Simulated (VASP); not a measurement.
# Ca (Fm-3m) in VASP: a series of runs, part 2 of 2

VASP 6.6.1.

## 3. Relaxation of cell and atoms, PBEsol, target pressure 4 GPa, at which the enthalpy is minimised

Contents of INCAR:

```
  ALGO = Normal
  EDIFF = 1E-6
  EDIFFG = -0.002
  ENCUT = 600
  GGA = PS
  IBRION = 2
  ISIF = 3
  ISMEAR = -1
  LASPH = True
  LCHARG = False
  LREAL = False
  LWAVE = False
  NELM = 60
  NSW = 100
  PREC = Accurate
  PSTRESS = 40.0
  SIGMA = 0.08
```

Contents of KPOINTS:

```
k-points
0
Gamma
  18 18 18
```

Contents of POSCAR:

```
Ca
1.0
    0.0000000000      2.7277947334      2.7277947334
    2.7277947334      0.0000000000      2.7277947334
    2.7277947334      2.7277947334      0.0000000000
Ca
1
Direct
    0.0000000000      0.0000000000      0.0000000000
```

Potentials or basis: VASP PAW PBE potentials, release 64 (Ca_sv).

On the command line:

```console
$ cat potpaw_PBE.64/Ca_sv/POTCAR > POTCAR
$ mpirun -np 1 vasp_std > vasp.out
```

OUTCAR:

```text
EDIFF = 1E-6
   EDIFFG = -0.002
   ENCUT = 600
   GGA = PS
   IBRION = 2
   ISIF = 3
   ISMEAR = -1
   LASPH = True
   LREAL = False
   NELM = 60
   NSW = 100
   PREC = Accurate
   PSTRESS = 40.0

 ion  position               nearest neighbor table
   1  0.000  0.000  0.000-

  LATTYP: Found a face centered cubic cell.
 ALAT       =     5.4555894668

  Lattice vectors:

 A1 = (   0.0000000000,   2.7277947334,   2.7277947334)
 A2 = (   2.7277947334,   0.0000000000,   2.7277947334)
 A3 = (   2.7277947334,   2.7277947334,   0.0000000000)

Analysis of symmetry for initial positions (statically):
=====================================================================
 Subroutine PRICEL returns:
 Original cell was already a primitive cell.

 Routine SETGRP: Setting up the symmetry group for a
 face centered cubic supercell.

 Subroutine GETGRP returns: Found 48 space group operations
 (whereof 48 operations were pure point group operations)
 out of a pool of 48 trial point group operations.

The static configuration has the point symmetry O_h .

Analysis of symmetry for dynamics (positions and initial velocities):
=====================================================================
 Subroutine PRICEL returns:
 Original cell was already a primitive cell.

 Routine SETGRP: Setting up the symmetry group for a
 face centered cubic supercell.

 Subroutine GETGRP returns: Found 48 space group operations
 (whereof 48 operations were pure point group operations)
 out of a pool of 48 trial point group operations.

The dynamic configuration has the point symmetry O_h .

 Subroutine INISYM returns: Found 48 space group operations
 (whereof 48 operations are pure point group operations),
 and found     1 'primitive' translations

----------------------------------------------------------------------------------------

                                     Primitive cell

  volume of cell :      40.5943

  direct lattice vectors                    reciprocal lattice vectors
     0.000000000  2.727794733  2.727794733    -0.183298250  0.183298250  0.183298250
     2.727794733  0.000000000  2.727794733     0.183298250 -0.183298250  0.183298250
     2.727794733  2.727794733  0.000000000     0.183298250  0.183298250 -0.183298250

  length of vectors
     3.857684307  3.857684307  3.857684307     0.317481881  0.317481881  0.317481881

  position of ions in fractional coordinates (direct lattice)
     0.000000000  0.000000000  0.000000000

  ion indices of the primitive-cell ions
   primitive index   ion index
                 1           1

----------------------------------------------------------------------------------------

 KPOINTS: k-points

Automatic generation of k-mesh.
 Grid dimensions read from file:
 generate k-points for:   18   18   18

 Generating k-lattice:
[... 23 lines left out ...]
  0.222222  0.000000  0.000000      8.000000
  0.277778  0.000000  0.000000      8.000000
[... 16 lines left out ...]
 -0.277778  0.055556  0.000000     24.000000
 -0.222222  0.055556  0.000000     24.000000
 [... further k-points ...]
   k-points           NKPTS =    195   k-points in BZ     NKDIM =    195   number of bands    NBANDS=      9
   number of dos      NEDOS =    301   number of ions     NIONS =      1
   total plane-waves  NPLWV =  32768
   dimension x,y,z NGX =    32 NGY =   32 NGZ =   32
   dimension x,y,z NGXF=    64 NGYF=   64 NGZF=   64
   ions per type =               1
   NGX,Y,Z   is equivalent  to a cutoff of  13.79, 13.79, 13.79 a.u.
   NGXF,Y,Z  is equivalent  to a cutoff of  27.58, 27.58, 27.58 a.u.
 SYSTEM =  unknown system
   PREC   = accura    normal or accurate (medium, high low for compatibility)
   ISTART =      0    job   : 0-new  1-cont  2-samecut
   ICHARG =      2    charge: 1-file 2-atom 10-const
   ISPIN  =      1    spin polarized calculation?
   LNONCOLLINEAR =      F non collinear calculations
   LSORBIT =      F    spin-orbit coupling
   LASPH  =      T    aspherical Exc in radial PAW
   ENCUT  =  600.0 eV  44.10 Ry    6.64 a.u.   7.70  7.70  7.70*2*pi/ulx,y,z
   NELM   =     60;   NELMIN=  2; NELMDL= -5     # of ELM steps
   EDIFF  = 0.1E-05   stopping-criterion for ELM
   LREAL  =      F    real-space projection
   EDIFFG = -.2E-02   stopping-criterion for IOM
   NSW    =    100    number of steps for IOM
   IBRION =      2    ionic relax: 0-MD 1-quasi-New 2-CG
   NFREE  =      1    steps in history (QN), initial steepest desc. (CG)
   ISIF   =      3    stress and relaxation
   ISYM   =      2    0-nonsym 1-usesym 2-fastsym
   POTIM  = 0.5000    time-step for ionic-motion
   TEBEG  =    0.0;   TEEND  =   0.0 temperature during run
   PSTRESS=   40.0 pullay stress
   NELECT =      10.0000    total number of electrons
   NUPDOWN=      -1.0000    fix difference up-down
   EMIN   =  10.00;   EMAX   =-10.00  energy-range for DOS
   EFERMI =   0.00;   METHOD = LEGACY
   ISMEAR =    -1;   SIGMA  =   0.08  broadening in eV -4-tet -1-fermi 0-gaus
   EFERMI_NEDOS =   21; number of points for ismear=-14 and -15
   IALGO  =     38    algorithm
   IMIX   =      4    mixing-type and parameters
     AMIX     =   0.40;   BMIX     =  1.00
     AMIX_MAG =   1.60;   BMIX_MAG =  1.00
  volume/ion in A,a.u.               =      40.59       273.94
  Fermi-wavevector in a.u.,A,eV,Ry     =   1.026250  1.939331 14.329506  1.053189
  Thomas-Fermi vector in A             =   2.160133
   LORBIT       =      0    0 simple, 1 ext, 2 COOP (PROOUT), +10 PAW based schemes
   GGA     = PS    functional components
   LHFCALC =     F    Hartree Fock is set to
   AEXX    =    0.0000 exact exchange contribution
   IVDW    =     0    specifies the selected vdW correction
   LEPSILON=     F    determine dielectric tensor
   LRPA    =     F    only Hartree local field effects (RPA)
 conjugate gradient relaxation of ions
 non-spin polarized calculation
  energy-cutoff  :      600.00
  volume of cell :       40.59
 maximum number of plane-waves:      1377
   NGX = 15   NGY = 15   NGZ = 15

--------------------------------------- Ionic step        1  -------------------------------------------

 number of electron      10.0000000 magnetization

 Free energy of the ion-electron system (eV)
  ---------------------------------------------------
  ext. energy  EPLUGINS =         0.00000000
  ---------------------------------------------------
  free energy    TOTEN  =        -2.14765922 eV

  energy without entropy =       -2.12111498  energy(sigma->0) =       -2.13438710

------------------------ aborting loop because EDIFF is reached ----------------------------------------

  FORCE on cell =-STRESS in cart. coord.  units (eV):
  Direction    XX          YY          ZZ          XY          YZ          ZX
  --------------------------------------------------------------------------------------
  -------------------------------------------------------------------------------------
  Total        0.0039219      0.0039219      0.0039219      0.0000000      0.0000000      0.0000000
  in kB        0.1547896      0.1547896      0.1547896      0.0000000      0.0000000      0.0000000
  external PRESSURE =     -39.8452104 kB  Pullay stress =      40.0000000 kB
[... 135 lines left out ...]
--------------------------------------- Ionic step        5  -------------------------------------------

 number of electron       9.9999999 magnetization

 Free energy of the ion-electron system (eV)
  ---------------------------------------------------
  ext. energy  EPLUGINS =         0.00000000
  ---------------------------------------------------
  free energy    TOTEN  =        -2.07659510 eV

  energy without entropy =       -2.05318135  energy(sigma->0) =       -2.06488822

 E-fermi :   2.7897     XC(G=0):  -8.4998

 val. band max:        2.7874903244   @ k =  -0.3889   0.2222   0.1111
 cond. band min:       2.7962209789   @ k =  -0.4444   0.1667   0.0000
 fundamental gap:      0.0087306545
 Fermi energy:         2.7897424138

 k-point     1 :       0.0000    0.0000    0.0000
  band No.  band energies     occupation
      1     -38.5948      2.00000
      2     -19.5411      2.00000
      3     -19.5411      2.00000
      4     -19.5411      2.00000
      5      -1.6177      2.00000
      6       5.3649      0.00000
      7       5.3649      0.00000
      8       5.3649      0.00000
      9       6.7398      0.00000
[... 265 lines left out ...]
 k-point    24 :      -0.2222    0.0556    0.0000
  band No.  band energies     occupation
      1     -38.5770      2.00000
      2     -19.6839      2.00000
      3     -19.5690      2.00000
      4     -19.5564      2.00000
      5      -0.4451      2.00000
      6       4.3306      0.00000
      7       5.4733      0.00000
      8       5.6067      0.00000
      9       6.5092      0.00000

 [... further k-points ...]

------------------------ aborting loop because EDIFF is reached ----------------------------------------

  FORCE on cell =-STRESS in cart. coord.  units (eV):
  Direction    XX          YY          ZZ          XY          YZ          ZX
  --------------------------------------------------------------------------------------
  -------------------------------------------------------------------------------------
  Total        0.8557234      0.8557234      0.8557234     -0.0000000     -0.0000000      0.0000000
  in kB       39.9914541     39.9914541     39.9914541     -0.0000000     -0.0000000      0.0000000
  external PRESSURE =      -0.0085459 kB  Pullay stress =      40.0000000 kB
[... 20 lines left out ...]
  energy  without entropy=       -2.0531813523  energy(sigma->0) =       -2.06488822

  enthalpy is  TOTEN    =        -1.2206887908 eV   P V=        0.8559063060

 reached required accuracy - stopping structural energy minimisation
```

Wall time 2.4 min (1 thread of AMD EPYC 9R45 (Zen 5), shared host); peak memory 0.22 GiB.

Results:

- Free energy: -2.0766 eV
- Relaxed volume: 34.28 Å³/atom
- Relaxed cell: a = 3.646 Å, b = 3.646 Å, c = 3.646 Å, α = 60.00°, β = 60.00°, γ = 60.00°
- Space group after relaxing (to 0.1 Å): Fm-3m (No. 225)
- Energy change on relaxing (the run minimises the enthalpy): +71.1 meV/atom
- Ionic steps: 5
- Pressure after relaxing: 4.0 GPa
- Band gap on the k mesh: zero (bands 5 and 6 overlap by 0.05 eV)

The path:
| step | energy change (eV) | largest force (eV/Å) | pressure (GPa) | volume (Å³) |
| --- | --- | --- | --- | --- |
| 1 | 0.0000 | 0.0000 | 0.02 | 40.59 |
| 2 | 0.0556 | 0.0000 | 3.46 | 34.95 |
| 3 | 0.0699 | 0.0000 | 3.96 | 34.33 |
| 4 | 0.0729 | 0.0000 | 4.07 | 34.21 |
| 5 | 0.0711 | 0.0000 | 4.00 | 34.28 |

Final structure:
```xyz
1
Lattice="0.0000 2.5784 2.5784 2.5784 0.0000 2.5784 2.5784 2.5784 0.0000" Properties=species:S:1:pos:R:3 pbc="T T T"
Ca    2.5784    2.5784    0.0000
```

Caveat: the cell is relaxed towards a set pressure, so the run minimises the enthalpy, not the energy; the volume moved by over 15 % at a fixed basis, so the end points are rough; the PAW data sets were made with another functional, which shifts forces and pressure a little.
